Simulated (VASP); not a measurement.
# HPt4 in VASP: a series of runs

Runs on HPt4. Level: PBE. Tasks: single point.

Program: VASP 6.6.1. These are calculated values, not measurements. Logs are shortened: lines on timing, memory, paths and dates and some standing lists are left out, and cuts for length are marked.

### 1 The cell of the first run

The cell holds a slab with vacuum, 5 atoms: a = 2.807 Å, b = 3.970 Å, c = 21.155 Å, α = 90.00°, β = 90.00°, γ = 90.00°.

### 2 Single point, PBE, collinear spin, ferromagnetic start

The input, INCAR:

```
  PREC = Accurate
  ENCUT = 520
  EDIFF = 1E-7
  ISMEAR = 0
  SIGMA = 0.1
  LREAL = F
  LASPH = T
  NELM = 150
  ALGO = Normal
  ISIF = 2
  LWAVE = F
  LCHARG = T
  ISPIN = 2
  MAGMOM = 0 0 0 0 1
  LORBIT = 11
  LMAXMIX = 4
  LDIPOL = T
  IDIPOL = 3
  DIPOL = 0.5 0.5 0.330
  GGA = PE
  LELF = T
  LVHAR = T
  LVACPOTAV = T
  NBANDS = 32
```

The input, KPOINTS:

```
regular mesh
0
Gamma
  9 7 1
```

The input, POSCAR:

```
HPt4
1.0
    2.8071640675      0.0000000000      0.0000000000
    0.0000000000      3.9699294961      0.0000000000
    0.0000000000      0.0000000000     21.1553936849
Pt H
4 1
Direct
    0.5000000000      0.5000000000      0.1890770770
    0.0000000000      0.0000000000      0.2554233740
    0.5000000000      0.5000000000      0.3268881911
    0.0000000000      0.0000000000      0.3854994999
    0.0000000000      0.0000000000      0.4909099703
```

Potentials or basis: VASP PAW PBE potentials, release 64 (Pt, H).

On the command line:

```console
> cat potpaw_PBE.64/Pt/POTCAR potpaw_PBE.64/H/POTCAR > POTCAR
> mpirun -np 1 vasp_std > vasp.out
```

OUTCAR:

```text
PREC = Accurate
   ENCUT = 520
   EDIFF = 1E-7
   ISMEAR = 0
   LREAL = F
   LASPH = T
   NELM = 150
   ISIF = 2
   ISPIN = 2
   LORBIT = 11
   GGA = PE

 ion  position               nearest neighbor table
   1  0.500  0.500  0.189-   2 2.81   2 2.81   2 2.81   2 2.81   3 2.92
   2  0.000  0.000  0.255-   4 2.75   1 2.81   1 2.81   1 2.81   1 2.81   3 2.86   3 2.86   3 2.86
                             3 2.86
   3  0.500  0.500  0.327-   4 2.73   4 2.73   4 2.73   4 2.73   2 2.86   2 2.86   2 2.86   2 2.86
                             1 2.92
   4  0.000  0.000  0.385-   3 2.73   3 2.73   3 2.73   3 2.73   2 2.75
   5  0.000  0.000  0.491-

  LATTYP: Found a simple orthorhombic cell.
 ALAT       =     2.8071640675
 B/A-ratio  =     1.4142135624
 C/A-ratio  =     7.5362156170

  Lattice vectors:

 A1 = (   2.8071640675,   0.0000000000,   0.0000000000)
 A2 = (   0.0000000000,   3.9699294961,   0.0000000000)
 A3 = (   0.0000000000,   0.0000000000,  21.1553936849)

Analysis of symmetry for initial positions (statically):
=====================================================================
 Subroutine PRICEL returns:
 Original cell was already a primitive cell.

 Routine SETGRP: Setting up the symmetry group for a
 simple orthorhombic supercell.

 Subroutine GETGRP returns: Found  4 space group operations
 (whereof  4 operations were pure point group operations)
 out of a pool of  8 trial point group operations.

The static configuration has the point symmetry C_2v.

Analysis of symmetry for dynamics (positions and initial velocities):
=====================================================================
 Subroutine PRICEL returns:
 Original cell was already a primitive cell.

 Routine SETGRP: Setting up the symmetry group for a
 simple orthorhombic supercell.

 Subroutine GETGRP returns: Found  4 space group operations
 (whereof  4 operations were pure point group operations)
 out of a pool of  8 trial point group operations.

The dynamic configuration has the point symmetry C_2v.

Analysis of structural, dynamic, and magnetic symmetry:
=====================================================================
 Subroutine PRICEL returns:
 Original cell was already a primitive cell.

 Routine SETGRP: Setting up the symmetry group for a
 simple orthorhombic supercell.

 Subroutine GETGRP returns: Found  4 space group operations
 (whereof  4 operations were pure point group operations)
 out of a pool of  8 trial point group operations.

The overall configuration has the point symmetry C_2v.

 Subroutine INISYM returns: Found  4 space group operations
 (whereof  4 operations are pure point group operations),
 and found     1 'primitive' translations

----------------------------------------------------------------------------------------

                                     Primitive cell

  volume of cell :     235.7609

  direct lattice vectors                    reciprocal lattice vectors
     2.807164068  0.000000000  0.000000000     0.356231405  0.000000000  0.000000000
     0.000000000  3.969929496  0.000000000     0.000000000  0.251893642  0.000000000
     0.000000000  0.000000000 21.155393685     0.000000000  0.000000000  0.047269269

  length of vectors
     2.807164068  3.969929496 21.155393685     0.356231405  0.251893642  0.047269269

  position of ions in fractional coordinates (direct lattice)
     0.500000000  0.500000000  0.189077077
     0.000000000  0.000000000  0.255423374
     0.500000000  0.500000000  0.326888191
     0.000000000  0.000000000  0.385499500
     0.000000000  0.000000000  0.490909970

  ion indices of the primitive-cell ions
   primitive index   ion index
                 1           1
                 2           2
                 3           3
                 4           4
                 5           5

----------------------------------------------------------------------------------------

[... 30 lines left out ...]
  0.444444  0.000000  0.000000      2.000000
  0.000000  0.142857  0.000000      2.000000
[... 12 lines left out ...]
  0.333333  0.428571  0.000000      4.000000
  0.444444  0.428571  0.000000      4.000000
   k-points           NKPTS =     20   k-points in BZ     NKDIM =     20   number of bands    NBANDS=     32
   number of dos      NEDOS =    301   number of ions     NIONS =      5
   total plane-waves  NPLWV = 115200
   dimension x,y,z NGX =    24 NGY =   30 NGZ =  160
   dimension x,y,z NGXF=    48 NGYF=   60 NGZF=  320
   ions per type =               4   1
   NGX,Y,Z   is equivalent  to a cutoff of  14.21, 12.56, 12.57 a.u.
   NGXF,Y,Z  is equivalent  to a cutoff of  28.43, 25.13, 25.15 a.u.
 SYSTEM =  unknown system
   PREC   = accura    normal or accurate (medium, high low for compatibility)
   ISTART =      0    job   : 0-new  1-cont  2-samecut
   ICHARG =      2    charge: 1-file 2-atom 10-const
   ISPIN  =      2    spin polarized calculation?
   LNONCOLLINEAR =      F non collinear calculations
[... 18 lines left out ...]
   EFERMI =   0.00;   METHOD = LEGACY
   ISMEAR =     0;   SIGMA  =   0.10  broadening in eV -4-tet -1-fermi 0-gaus
   EFERMI_NEDOS =   21; number of points for ismear=-14 and -15
   IALGO  =     38    algorithm
   IMIX   =      4    mixing-type and parameters
     AMIX     =   0.40;   BMIX     =  1.00
     AMIX_MAG =   1.60;   BMIX_MAG =  1.00
  volume/ion in A,a.u.               =      47.15       318.20
  Fermi-wavevector in a.u.,A,eV,Ry     =   0.913788  1.726809 11.360986  0.835009
  Thomas-Fermi vector in A             =   2.038340
   LORBIT       =     11    0 simple, 1 ext, 2 COOP (PROOUT), +10 PAW based schemes
   GGA     = PE    functional components
   LHFCALC =     F    Hartree Fock is set to
   AEXX    =    0.0000 exact exchange contribution
   IVDW    =     0    specifies the selected vdW correction
   LEPSILON=     F    determine dielectric tensor
   LRPA    =     F    only Hartree local field effects (RPA)
 spin polarized calculation
 Gauss-broadening in eV      SIGMA  =   0.10
  energy-cutoff  :      520.00
  volume of cell :      235.76
 maximum number of plane-waves:      6383
 NGX is ok and might be reduce to    24
   NGX = 11   NGY = 15   NGZ = 79

 dipolmoment           0.000000      0.000000     -0.024249 electrons x Angstroem

 number of electron      41.0000002 magnetization      -0.0000008

 number of electron      41.0000002 magnetization       0.0000042

 dipolmoment           0.000000      0.000000      0.017590 electrons x Angstroem

 Free energy of the ion-electron system (eV)
  ---------------------------------------------------
  ext. energy  EPLUGINS =         0.00000000
  ---------------------------------------------------
  free energy    TOTEN  =       -24.06101018 eV

  energy without entropy =      -24.02419432  energy(sigma->0) =      -24.04260225

 E-fermi :  -1.3945     XC(G=0):  -4.7792

 val. band max:       -1.3989629126   @ k =   0.1111   0.1429   0.0000
 cond. band min:      -1.3792135991   @ k =   0.4444   0.4286   0.0000
 fundamental gap:      0.0197493135
 Fermi energy:        -1.3944961880

 spin component 1

 k-point     1 :       0.0000    0.0000    0.0000
  band No.  band energies     occupation
      1      -9.8352      1.00000
      2      -7.4994      1.00000
      3      -7.3024      1.00000
      4      -6.3069      1.00000
      5      -6.2647      1.00000
      6      -5.2379      1.00000
[... 689 lines left out ...]
     31       7.9670      0.00000
     32       8.1815      0.00000
 Fermi energy:        -1.3944961880

 spin component 2

 k-point     1 :       0.0000    0.0000    0.0000
  band No.  band energies     occupation
      1      -9.8352      1.00000
      2      -7.4994      1.00000
      3      -7.3024      1.00000
      4      -6.3069      1.00000
      5      -6.2647      1.00000
      6      -5.2379      1.00000
[... 689 lines left out ...]
     31       7.9670      0.00000
     32       8.1816      0.00000

------------------------ aborting loop because EDIFF is reached ----------------------------------------

  FORCE on cell =-STRESS in cart. coord.  units (eV):
  Direction    XX          YY          ZZ          XY          YZ          ZX
  --------------------------------------------------------------------------------------
  -------------------------------------------------------------------------------------
  Total       -7.0223490     -4.8451539     -8.1102017      0.0000000      0.0000000      0.0000000
  in kB      -47.7222919    -32.9265670    -55.1150917      0.0000000      0.0000000      0.0000000
  external PRESSURE =     -45.2546502 kB  Pullay stress =       0.0000000 kB

 VOLUME and BASIS-vectors are now :
 -----------------------------------------------------------------------------
  energy-cutoff  :      520.00
  volume of cell :      235.76
      direct lattice vectors                 reciprocal lattice vectors
     2.807164068  0.000000000  0.000000000     0.356231405  0.000000000  0.000000000
     0.000000000  3.969929496  0.000000000     0.000000000  0.251893642  0.000000000
     0.000000000  0.000000000 21.155393685     0.000000000  0.000000000  0.047269269

 POSITION                                       TOTAL-FORCE (eV/Angst)
 -----------------------------------------------------------------------------------
      1.40358      1.98496      4.00000         0.000000      0.000000      0.908564
      0.00000      0.00000      5.40358         0.000000      0.000000     -0.550574
      1.40358      1.98496      6.91545         0.000000      0.000000     -0.082413
      0.00000      0.00000      8.15539         0.000000      0.000000      2.367639
      0.00000      0.00000     10.38539         0.000000      0.000000     -2.643215
 -----------------------------------------------------------------------------------
    total drift:                                0.000000      0.000000      0.000119

  FREE ENERGIE OF THE ION-ELECTRON SYSTEM (eV)
  ---------------------------------------------------
  free  energy   TOTEN  =       -24.0610101790 eV

  energy  without entropy=      -24.0241943155  energy(sigma->0) =      -24.04260225

 vacuum level on the upper side and lower side of the slab         4.473         4.187

 total charge

# of ion       s       p       d       tot
------------------------------------------
    1        0.590   0.319   8.041   8.950
    2        0.612   0.512   7.964   9.088
    3        0.625   0.527   7.972   9.124
    4        0.620   0.431   7.958   9.009
    5        0.369   0.002   0.000   0.371
--------------------------------------------------
tot          2.815   1.792  31.935  36.542

 magnetization (x)

# of ion       s       p       d       tot
------------------------------------------
    1        0.000   0.000   0.000   0.000
    2       -0.000   0.000  -0.000  -0.000
    3       -0.000  -0.000   0.000   0.000
    4       -0.000  -0.000  -0.000  -0.000
    5        0.000  -0.000   0.000   0.000
--------------------------------------------------
tot          0.000  -0.000   0.000   0.000
```

It took 20 min on 1 thread of AMD EPYC 7R13, shared host; peak memory 0.52 GiB.

Results:

* Free energy: -24.0610 eV
* Largest force: 2.643 eV/Å
* Net moment: 0.00 μB per cell
* Valence electrons inside the program's atomic spheres: Pt 8.95, 9.09, 9.12, 9.01; H 0.37

Forces on the atoms (eV/Å):
```
Pt   0.000  0.000  0.909
Pt   0.000  0.000 -0.551
Pt   0.000  0.000 -0.082
Pt   0.000  0.000  2.368
H    0.000  0.000 -2.643
```

Levels at points of the mesh, in eV from the Fermi level:
Spin up:
```csv
k point,band 17,band 18,band 19,band 20,band 21,band 22,band 23,band 24,band 25,band 26
"(0.00, 0.00, 0.00)",-1.09,-0.88,-0.56,-0.24,-0.22,-0.17,0.40,2.00,4.07,4.39
```
Spin down:
```
           k point  band 19  band 20  band 21  band 22  band 23  band 24
(0.00, 0.00, 0.00)    -0.56    -0.24    -0.22    -0.17     0.40     2.00
```

Caveat: spin-orbit coupling is left out, which moves the levels of the heavy elements.

### 3 Single point, PBE, collinear spin, ferromagnetic start

The input, INCAR:

```
SYSTEM = HPt4
PREC = Accurate
ENCUT = 520
EDIFF = 1E-6
ISMEAR = 0
SIGMA = 0.1
LREAL = .False.
LASPH = .True.
NELM = 150
ALGO = Normal
ISIF = 2
LWAVE = .False.
LCHARG = .True.
ISPIN = 2
MAGMOM = 0 0 0 0 1
LORBIT = 11
LMAXMIX = 4
LDIPOL = .True.
IDIPOL = 3
DIPOL = 0.5 0.5 0.341
GGA = PE
LELF = .True.
LVHAR = .True.
LVACPOTAV = .True.
NBANDS = 32
```

The input, KPOINTS:

```
regular mesh
0
Gamma
  9 7 1
  0 0 0
```

POSCAR: that of step 2 with these lines changed.

```diff
@@ -12,2 +12,2 @@
     0.0000000000      0.0000000000      0.3854994999
-    0.0000000000      0.0000000000      0.4909099703
+    0.0000000000      0.0000000000      0.5476330934
```

Potentials or basis: VASP PAW PBE potentials, release 64 (Pt, H).

On the command line:

```console
> cat potpaw_PBE.64/Pt/POTCAR potpaw_PBE.64/H/POTCAR > POTCAR
> mpirun -np 1 vasp_std > vasp.out
```

Run time: 4.3 min. Hardware: 1 thread of Intel Xeon 6975P-C (Granite Rapids), shared host; peak memory 0.54 GiB.

The run converged. Its results:

| Quantity | Value |
| --- | --- |
| Free energy | -22.8285 eV |
| Largest force | 0.931 eV/Å |
| Net moment | 0.90 μB per cell |
| Site moments | Pt -0.01, -0.02, -0.00, -0.04; H +0.38 μB |
| Valence electrons inside the program's atomic spheres | Pt 8.95, 9.08, 9.12, 9.05; H 0.38 |

Forces in eV/Å, atoms in the order of the input:
```
Pt   0.000  0.000  0.931
Pt   0.000  0.000 -0.812
Pt   0.000  0.000 -0.089
Pt   0.000  0.000  0.056
H    0.000  0.000 -0.086
```

Levels at points of the mesh, in eV from the Fermi level:
Spin up:
```csv
k point,band 17,band 18,band 19,band 20,band 21,band 22,band 23,band 24,band 25,band 26
"(0.00, 0.00, 0.00)",-1.24,-0.75,-0.54,-0.49,-0.20,-0.10,0.43,0.66,3.75,4.10
```
Spin down:
| k point | band 18 | band 19 | band 20 | band 21 | band 22 | band 23 |
| --- | --- | --- | --- | --- | --- | --- |
| (0.00, 0.00, 0.00) | -0.64 | -0.50 | -0.22 | -0.11 | 0.39 | 0.42 |

Caveat: spin-orbit coupling is left out, which moves the levels of the heavy elements.

### 4 Single point, PBE, collinear spin, ferromagnetic start

The input, INCAR:

```
SYSTEM = HPt4
  ALGO = Normal
  DIPOL = 0.5 0.5 0.312
  EDIFF = 1E-6
  ENCUT = 520
  GGA = PE
  IDIPOL = 3
  ISIF = 2
  ISMEAR = 0
  ISPIN = 2
  LASPH = .TRUE.
  LCHARG = .TRUE.
  LDIPOL = .TRUE.
  LELF = .TRUE.
  LMAXMIX = 4
  LORBIT = 11
  LREAL = .FALSE.
  LVACPOTAV = .TRUE.
  LVHAR = .TRUE.
  LWAVE = .FALSE.
  MAGMOM = 0 0 0 0 1
  NBANDS = 32
  NELM = 150
  PREC = Accurate
  SIGMA = 0.1
```

The input, KPOINTS:

```
k-points
0
G
  9 7 1
  0 0 0
```

POSCAR: that of step 3 with these lines changed.

```diff
@@ -12,2 +12,2 @@
     0.0000000000      0.0000000000      0.3854994999
-    0.0000000000      0.0000000000      0.5476330934
+    0.5000000000      0.5000000000      0.4025164368
```

On the command line:

```console
> cat potpaw_PBE.64/Pt/POTCAR potpaw_PBE.64/H/POTCAR > POTCAR
> mpirun -np 1 vasp_std > vasp.out
```

Wall time 4.5 min (1 thread of Intel Xeon 6975P-C (Granite Rapids), shared host); peak memory 0.54 GiB.

It converged, with:

```
Free energy                                           : -25.1034 eV
Largest force                                         : 1.249 eV/Å
Net moment                                            : 0.00 μB per cell
Valence electrons inside the program's atomic spheres : Pt 8.97, 9.10, 9.36, 9.13; H 0.51
```

Forces on the atoms (eV/Å):
```
Pt   0.000  0.000  1.216
Pt   0.000  0.000 -1.249
Pt   0.000  0.000 -0.598
Pt   0.000  0.000  0.408
H    0.000  0.000  0.222
```

Levels at points of the mesh, in eV from the Fermi level:
Spin up:
```
           k point  band 19  band 20  band 21  band 22  band 23  band 24
(0.00, 0.00, 0.00)    -0.71    -0.28    -0.21     0.10     0.34     3.11
```
Spin down:
| k point | band 18 | band 19 | band 20 | band 21 | band 22 | band 23 | band 24 | band 25 |
| --- | --- | --- | --- | --- | --- | --- | --- | --- |
| (0.00, 0.00, 0.00) | -0.79 | -0.71 | -0.28 | -0.21 | 0.10 | 0.34 | 3.11 | 3.67 |

Caveat: spin-orbit coupling is left out, which moves the levels of the heavy elements.

### 5 Single point, PBE, collinear spin, ferromagnetic start

The input, INCAR:

```
PREC     = Accurate       # precision mode
ENCUT    = 520            # plane-wave cutoff, eV
EDIFF    = 1E-6           # SCF threshold, eV
ISMEAR   = 0              # smearing method
SIGMA    = 0.1            # smearing width, eV
LREAL    = F              # projectors in reciprocal space
LASPH    = T              # aspherical terms in the spheres
NELM     = 150            # most SCF steps
ALGO     = Normal         # electronic algorithm
ISIF     = 2              # what is computed and relaxed
LWAVE    = F              # write WAVECAR
LCHARG   = T              # write CHGCAR
ISPIN    = 2              # spin polarisation
MAGMOM   = 0 0 0 0 1      # initial moments
LORBIT   = 11             # projections on sites
LMAXMIX  = 4              # l up to which the mixer works
LDIPOL   = T            
IDIPOL   = 3            
DIPOL    = 0.5 0.5 0.321
GGA      = PE             # functional
LELF     = T              # ELF
LVHAR    = T            
LVACPOTAV= T            
NBANDS   = 32             # bands
```

The input, KPOINTS:

```
Automatic mesh
0
Gamma
  9 7 1
```

POSCAR: that of step 4 with these lines changed.

```diff
@@ -12,2 +12,2 @@
     0.0000000000      0.0000000000      0.3854994999
-    0.5000000000      0.5000000000      0.4025164368
+    0.5000000000      0.5000000000      0.4488403206
```

On the command line:

```console
> cat potpaw_PBE.64/Pt/POTCAR potpaw_PBE.64/H/POTCAR > POTCAR
> mpirun -np 1 vasp_std > vasp.out
```

It took 7.9 min on 1 thread of Intel Xeon 6975P-C (Granite Rapids), shared host; peak memory 0.54 GiB.

Results (log left out):

| Quantity | Value |
| --- | --- |
| Free energy | -23.7138 eV |
| Largest force | 1.345 eV/Å |
| Net moment | 0.00 μB per cell |
| Valence electrons inside the program's atomic spheres | Pt 8.95, 9.09, 9.12, 9.03; H 0.35 |

Forces on the atoms (eV/Å):
```
Pt   0.000  0.000  0.972
Pt   0.000  0.000 -1.058
Pt   0.000  0.000  0.196
Pt   0.000  0.000  1.235
H    0.000  0.000 -1.345
```

Levels at points of the mesh, in eV from the Fermi level:
Spin up:
```
           k point  band 18  band 19  band 20  band 21  band 22  band 23  band 24  band 25
(0.00, 0.00, 0.00)    -0.83    -0.60    -0.26    -0.20    -0.17     0.37     2.20     3.90
```
Spin down:
```tsv
k point	band 18	band 19	band 20	band 21	band 22	band 23	band 24	band 25
(0.00, 0.00, 0.00)	-0.83	-0.60	-0.26	-0.20	-0.17	0.37	2.20	3.90
```

Caveat: spin-orbit coupling is left out, which moves the levels of the heavy elements.

### 6 Single point, PBE, collinear spin, ferromagnetic start

The input, INCAR:

```
ALGO = Normal
DIPOL = 0.5 0.5 0.330
EDIFF = 1E-7
ENCUT = 520
GGA = PE
IDIPOL = 3
ISIF = 2
ISMEAR = 0
ISPIN = 2
LASPH = True
LCHARG = False
LDIPOL = True
LMAXMIX = 4
LORBIT = 11
LREAL = False
LWAVE = False
MAGMOM = 0 0 0 0 1
NBANDS = 32
NELM = 150
PREC = Accurate
SIGMA = 0.1
```

The input, KPOINTS:

```
k-points
0
Gamma
  9 7 1
```

POSCAR: that of step 5 with these lines changed.

```diff
@@ -12,2 +12,2 @@
     0.0000000000      0.0000000000      0.3854994999
-    0.5000000000      0.5000000000      0.4488403206
+    0.5000000000      0.5000000000      0.4909099703
```

Potentials or basis: VASP PAW PBE potentials, release 64 (Pt, H).

On the command line:

```console
> cat potpaw_PBE.64/Pt/POTCAR potpaw_PBE.64/H/POTCAR > POTCAR
> mpirun -np 1 vasp_std > vasp.out
```

It took 5.8 min on 1 thread of Intel Xeon 6975P-C (Granite Rapids), shared host; peak memory 0.54 GiB.

It converged, with:

```
Free energy                                           : -22.9449 eV
Largest force                                         : 0.912 eV/Å
Net moment                                            : 0.67 μB per cell
Site moments                                          : Pt +0.01, -0.07, -0.10; H +0.34 μB
Valence electrons inside the program's atomic spheres : Pt 8.95, 9.08, 9.12, 9.03; H 0.37
```

Forces in eV/Å, atoms in the order of the input:
```
Pt   0.000  0.000  0.912
Pt   0.000  0.000 -0.824
Pt   0.000  0.000 -0.084
Pt   0.000  0.000  0.324
H    0.000  0.000 -0.329
```

Levels at points of the mesh, in eV from the Fermi level:
Spin up:
| k point | band 19 | band 20 | band 21 | band 22 | band 23 | band 24 |
| --- | --- | --- | --- | --- | --- | --- |
| (0.00, 0.00, 0.00) | -0.50 | -0.44 | -0.21 | -0.12 | 0.43 | 1.19 |
Spin down:
```csv
k point,band 18,band 19,band 20,band 21,band 22,band 23,band 24,band 25
"(0.00, 0.00, 0.00)",-0.78,-0.54,-0.24,-0.13,0.06,0.39,2.16,4.04
```

Caveat: spin-orbit coupling is left out, which moves the levels of the heavy elements.
